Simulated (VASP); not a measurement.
# Al16HRu16 (a cell with a defect) in VASP: a series of runs, part 2 of 2

VASP 6.6.1. The steps go on from the part before.

**3. Single point, PBE**

Input file INCAR:

```
SYSTEM = Al16HRu16
PREC     = Accurate       ! precision mode
ENCUT    = 520            ! plane-wave cutoff, eV
EDIFF    = 1E-6           ! SCF threshold, eV
ISMEAR   = 1              ! smearing method
SIGMA    = 0.1            ! smearing width, eV
LREAL    = Auto         
LASPH    = .True.         ! aspherical terms in the spheres
NELM     = 60             ! most SCF steps
ALGO     = Normal         ! electronic algorithm
ISIF     = 2              ! what is computed and relaxed
LWAVE    = .False.        ! write WAVECAR
LCHARG   = .False.        ! write CHGCAR
GGA      = PE             ! functional
NBANDS   = 158            ! bands
```

Input file KPOINTS:

```
regular mesh
0
Gamma
  1 1 1
  0 0 0
```

Input file POSCAR:

```
Al16HRu16
1.0
    0.0000000000      6.0068828200      6.0068828200
    6.0068828200      0.0000000000      6.0068828200
    6.0068828200      6.0068828200      0.0000000000
Al Ru H
16 16 1
Direct
    0.0025738807      0.0011703241     -0.0026441335
    0.2500952732      0.2491456958      0.2496011733
    0.0009363426     -0.0000050775      0.4987547768
    0.2489093003      0.2475102386      0.7510166479
    0.0007384862      0.4993536731     -0.0006539165
    0.2504298894      0.7491722637      0.2492858684
    0.0007403174      0.4993506765      0.4990123979
    0.2504031700      0.7491821690      0.7495820436
    0.5009100544     -0.0003251270     -0.0012176032
    0.7507308092      0.2493612819      0.2493502945
    0.5009039780     -0.0003025696      0.4990835663
    0.7507351375      0.2493571200      0.7490079522
    0.5029499643      0.5004947808     -0.0024935562
    0.7713069555      0.7605676083      0.2332341985
    0.4894819973      0.4787777765      0.5150376814
    0.7495955282      0.7471378474      0.7508635735
    0.1256942282      0.1243917224      0.1248257245
    0.3748388420      0.3734272945      0.3732641483
    0.1256954768      0.1243903073      0.6235821660
    0.3748551566      0.3734381154      0.8769242147
    0.1304555996      0.6227841648      0.1226229181
    0.3757368119      0.8743588243      0.3741820953
    0.1235421969      0.6245248347      0.6252068856
    0.3760924039      0.8739940760      0.8741956781
    0.6255682211      0.1265430045      0.1231843574
    0.8738163632      0.3762752775      0.3741978273
    0.6273082251      0.1196337637      0.6257721538
    0.8753497708      0.3747367091      0.8741987579
    0.6258697918      0.6242258443      0.1277418793
    0.8766504455      0.8752357350      0.3751239316
    0.6258700415      0.6242244293      0.6206285542
    0.8766609334      0.8752520496      0.8714454163
    0.5794077568      0.6707026957      0.3742862259
```

Potentials or basis: VASP PAW PBE potentials, release 64 (Al, Ru_pv, H).

The run is started by

```sh
$ cat potpaw_PBE.64/Al/POTCAR potpaw_PBE.64/Ru_pv/POTCAR potpaw_PBE.64/H/POTCAR > POTCAR
$ mpirun -np 1 vasp_gam > vasp.out
```

OUTCAR:

```text
SYSTEM = Al16HRu16
   PREC = Accurate
   ENCUT = 520
   EDIFF = 1E-6
   ISMEAR = 1
   LREAL = Auto
   LASPH = .True.
   NELM = 60
   ISIF = 2
   GGA = PE

 ion  position               nearest neighbor table
   1  0.003  0.001  0.997-  24 2.59  28 2.59  19 2.59  17 2.59  25 2.61  32 2.62  30 2.62  21 2.62
                            14 2.83   4 2.96   8 3.00   6 3.00  10 3.00  12 3.00
   2  0.250  0.249  0.250-  20 2.58  18 2.59  21 2.59  17 2.59  19 2.59  22 2.60  25 2.60  26 2.61
                             3 2.99   5 3.00   7 3.00   9 3.01  11 3.01  13 3.03
   3  0.001  1.000  0.499-  30 2.58  32 2.59  27 2.59  17 2.59  19 2.59  22 2.60  23 2.60  26 2.61
                             2 2.99  10 3.00  12 3.00   6 3.01   8 3.01  16 3.03
   4  0.249  0.248  0.751-  24 2.59  28 2.59  19 2.59  17 2.59  23 2.62  18 2.62  20 2.62  27 2.62
                            15 2.83   1 2.96  11 3.00   9 3.00   5 3.00   7 3.00
   5  0.001  0.499  0.999-  20 2.59  23 2.60  26 2.60  29 2.60  17 2.60  28 2.60  32 2.61  21 2.61
                            14 2.98   8 3.00   2 3.00  16 3.00  10 3.00   4 3.00
   6  0.250  0.749  0.249-  21 2.59  30 2.59  24 2.60  17 2.60  22 2.60  29 2.60  18 2.61  23 2.61
                             7 3.00   1 3.00   3 3.01  13 3.01   9 3.01  15 3.04
   7  0.001  0.499  0.499-  18 2.59  23 2.60  26 2.60  31 2.60  19 2.60  28 2.60  30 2.61  21 2.61
                            14 2.98   6 3.00   2 3.00  16 3.00  12 3.00   4 3.00
   8  0.250  0.749  0.750-  21 2.59  32 2.59  24 2.60  19 2.60  22 2.60  31 2.60  20 2.61  23 2.61
                             5 3.00   1 3.00   3 3.01  13 3.01  11 3.01  15 3.04
   9  0.501  1.000  0.999-  27 2.59  20 2.59  24 2.60  17 2.60  22 2.60  29 2.60  32 2.61  25 2.61
[... 11 lines left out ...]
  15  0.489  0.479  0.515-  33 1.75  27 2.49  18 2.51  20 2.52  23 2.54  26 2.67  29 2.69  31 2.69
                            22 2.75   4 2.83  10 2.98  12 2.98   6 3.04   8 3.04
  16  0.750  0.747  0.751-  28 2.58  27 2.58  24 2.59  23 2.59  30 2.61  32 2.61  31 2.61  29 2.61
                            13 2.96   5 3.00   7 3.00   9 3.01  11 3.01   3 3.03
  17  0.126  0.124  0.125-   4 2.59   1 2.59   3 2.59   2 2.59   5 2.60  10 2.60   9 2.60   6 2.60
                            30 2.99  20 2.99  22 3.00  28 3.01  24 3.01  26 3.01
  18  0.375  0.373  0.373-  15 2.51   2 2.59  11 2.59   7 2.59   6 2.61  13 2.61  10 2.61   4 2.62
                            21 2.97  25 2.99  19 2.99  29 3.01  23 3.02  27 3.03
  19  0.126  0.124  0.624-   4 2.59   1 2.59   2 2.59   3 2.59  12 2.60   7 2.60   8 2.60  11 2.60
                            32 2.99  18 2.99  22 3.00  28 3.01  24 3.01  26 3.01
  20  0.375  0.373  0.877-  15 2.52   2 2.58   9 2.59   5 2.59   8 2.61  13 2.61  12 2.61   4 2.62
[... 240 lines left out ...]

 Free energy of the ion-electron system (eV)
  ---------------------------------------------------
  ext. energy  EPLUGINS =         0.00000000
  ---------------------------------------------------
  free energy    TOTEN  =      -240.17276903 eV

  energy without entropy =     -240.09541751  energy(sigma->0) =     -240.14698519

 E-fermi :  10.4753     XC(G=0): -12.5503

 val. band max:       10.4593313256   @ k =   0.0000   0.0000   0.0000
 cond. band min:      10.4811491020   @ k =   0.0000   0.0000   0.0000
 fundamental gap:      0.0218177764
 Fermi energy:        10.4753442836

 k-point     1 :       0.0000    0.0000    0.0000
  band No.  band energies     occupation
      1     -31.9290      2.00000
      2     -31.7848      2.00000
      3     -31.7729      2.00000
      4     -31.7606      2.00000
      5     -31.7444      2.00000
      6     -31.7403      2.00000
[... 140 lines left out ...]
    147      12.5453      0.00000
    148      12.5704      0.00000
 [bands above 148 left out]

------------------------ aborting loop because EDIFF is reached ----------------------------------------

  FORCE on cell =-STRESS in cart. coord.  units (eV):
  Direction    XX          YY          ZZ          XY          YZ          ZX
  --------------------------------------------------------------------------------------
  -------------------------------------------------------------------------------------
  Total      -11.2174160    -11.2300794     -7.7677974     -0.5797542      0.0000856     -0.0010208
  in kB      -41.4596790    -41.5064829    -28.7098547     -2.1427771      0.0003165     -0.0037727
  external PRESSURE =     -37.2253389 kB  Pullay stress =       0.0000000 kB

 VOLUME and BASIS-vectors are now :
 -----------------------------------------------------------------------------
  energy-cutoff  :      520.00
  volume of cell :      433.49
      direct lattice vectors                 reciprocal lattice vectors
     0.000000000  6.006882820  6.006882820    -0.083237848  0.083237848  0.083237848
     6.006882820  0.000000000  6.006882820     0.083237848 -0.083237848  0.083237848
     6.006882820  6.006882820  0.000000000     0.083237848  0.083237848 -0.083237848

 POSITION                                       TOTAL-FORCE (eV/Angst)
 -----------------------------------------------------------------------------------
      5.99803      6.00646      0.02249         0.000754      0.001259     -0.002229
      2.99591      3.00162      2.99888        -0.002106      0.002465     -0.002552
      9.00281      3.00159      6.01248        -0.002260      0.002781      0.002756
      5.99803      6.00644      2.98193         0.000764      0.001257      0.002869
      9.00251      6.00739      3.00400        -0.000589      0.001657      0.000451
      5.99762      3.00173      6.00449         0.001453     -0.000818     -0.001416
[... 25 lines left out ...]
     10.49221     10.50067     10.52354        -0.001979     -0.003461      0.000890
      6.27713      5.72873      7.50927        -0.005455      0.009544     -0.002264
 -----------------------------------------------------------------------------------
    total drift:                                0.004513     -0.002032     -0.000988

  FREE ENERGIE OF THE ION-ELECTRON SYSTEM (eV)
  ---------------------------------------------------
  free  energy   TOTEN  =      -240.1727690279 eV

  energy  without entropy=     -240.0954175068  energy(sigma->0) =     -240.14698519
```

OSZICAR:

```text
N       E                     dE             d eps       ncg     rms          rms(c)
DAV:   1     0.407992222999E+04    0.40799E+04   -0.16478E+05   324   0.184E+03
DAV:   2     0.619561277131E+02   -0.40180E+04   -0.38987E+04   330   0.597E+02
DAV:   3    -0.244356513057E+03   -0.30631E+03   -0.26950E+03   394   0.143E+02
[... 13 lines left out ...]
DAV:  17    -0.240172788221E+03    0.99044E-05   -0.25510E-04   392   0.679E-02    0.346E-02
DAV:  18    -0.240172774775E+03    0.13446E-04   -0.94656E-05   400   0.415E-02    0.133E-02
DAV:  19    -0.240172772103E+03    0.26715E-05   -0.10435E-05   304   0.167E-02    0.758E-03
DAV:  20    -0.240172769539E+03    0.25640E-05   -0.15595E-06   200   0.707E-03    0.335E-03
DAV:  21    -0.240172769028E+03    0.51151E-06   -0.53917E-07   176   0.512E-03
   1 F= -.24017277E+03 E0= -.24014699E+03  d E =-.773515E-01
```

Run time: 3.7 min. Hardware: 1 thread of AMD EPYC 7R43 (Zen 3), shared host; peak memory 0.5 GiB.

What came out:

```yaml
Free_energy: -240.1728 eV
Pressure: -3.7 GPa
Largest_force: 0.011 eV/Å
Band_gap_on_the_k_mesh: zero (an odd number of electrons rules out a gap without spin polarisation)
```

Forces in eV/Å, atoms in the order of the input:
```
Al   0.001  0.001 -0.002
Al  -0.002  0.002 -0.003
Al  -0.002  0.003  0.003
Al   0.001  0.001  0.003
Al  -0.001  0.002  0.000
Al   0.001 -0.001 -0.001
Al   0.001  0.001  0.000
Al  -0.002  0.001  0.000
Al   0.002  0.000  0.002
Al  -0.001  0.001  0.000
Al  -0.002  0.001  0.000
Al   0.001  0.001  0.000
Al   0.002 -0.001 -0.005
Al   0.003  0.002 -0.001
Al   0.004  0.003  0.006
Al   0.002 -0.001  0.005
Ru   0.000 -0.002  0.000
Ru  -0.002 -0.004 -0.002
Ru   0.001 -0.001  0.000
Ru   0.001 -0.002  0.000
Ru  -0.003  0.002  0.004
Ru   0.008 -0.007  0.000
Ru   0.001 -0.001  0.001
Ru   0.001 -0.002  0.000
Ru   0.000 -0.001 -0.002
Ru  -0.001  0.000 -0.001
Ru  -0.003  0.001 -0.004
Ru   0.000  0.000  0.000
Ru  -0.004 -0.003  0.000
Ru   0.001 -0.002 -0.001
Ru  -0.001 -0.001  0.000
Ru  -0.002 -0.003  0.001
H   -0.005  0.010 -0.002
```

Levels at points of the mesh, in eV from the Fermi level:
```
           k point  band 133  band 134  band 135  band 136  band 137  band 138  band 139  band 140
(0.00, 0.00, 0.00)     -1.21     -1.21     -1.18     -0.02      0.01      0.01      0.22      0.22
```

Caveat: the k points lie up to 0.91 Å⁻¹ apart, too coarse for converged energies and pressures of a metal.
